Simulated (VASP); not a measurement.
Input of a VASP 6.6.1 run:

Contents of POSCAR:

```
GaN
1.0
    0.0000000000      2.2831553320      2.2831553320
    2.2831553320      0.0000000000      2.2831553320
    2.2831553320      2.2831553320      0.0000000000
Ga N
1 1
Direct
    0.0000000000      0.0000000000      0.0000000000
    0.2500000000      0.2500000000      0.2500000000
```

File INCAR.step1:

```
ALGO = Normal
EDIFF = 1E-5
ENCUT = 1000
GGA = PE
GGA_COMPAT = False
ISIF = 2
ISMEAR = -1
LASPH = True
LCHARG = False
LREAL = False
LWAVE = True
NBANDS = 16
NELM = 120
PREC = Accurate
SIGMA = 0.05
```

Contents of INCAR.step2:

```
AEXX = 0.2
AGGAC = 0.81
AGGAX = 0.72
ALDAC = 0.19
ALGO = Normal
EDIFF = 1E-6
ENCUT = 1000
GGA = B3
GGA_COMPAT = False
ISIF = 2
ISMEAR = -1
ISTART = 1
LASPH = True
LCHARG = False
LHFCALC = True
LREAL = False
LWAVE = False
NBANDS = 16
NELM = 120
PREC = Accurate
PRECFOCK = Normal
SIGMA = 0.05
```

File KPOINTS:

```
k-points
0
Gamma
  5 5 5
```

Potentials or basis: VASP PAW PBE potentials, release 64 (Ga_d, N_h).

Run with:

```sh
$ cat potpaw_PBE.64/Ga_d/POTCAR potpaw_PBE.64/N_h/POTCAR > POTCAR
$ cp INCAR.step1 INCAR
$ mpirun -np 1 vasp_std > vasp.out
$ cp INCAR.step2 INCAR
$ mpirun -np 1 vasp_std > vasp.out
```

(1) Predict the pressure.

(2) Estimate the band gap on the k mesh.

## Answers

(1) -2.1 GPa.

(2) 3.13 eV.

Caveat: the k points lie up to 0.48 Å⁻¹ apart; the PAW data sets were made with another functional, which shifts forces and pressure a little.
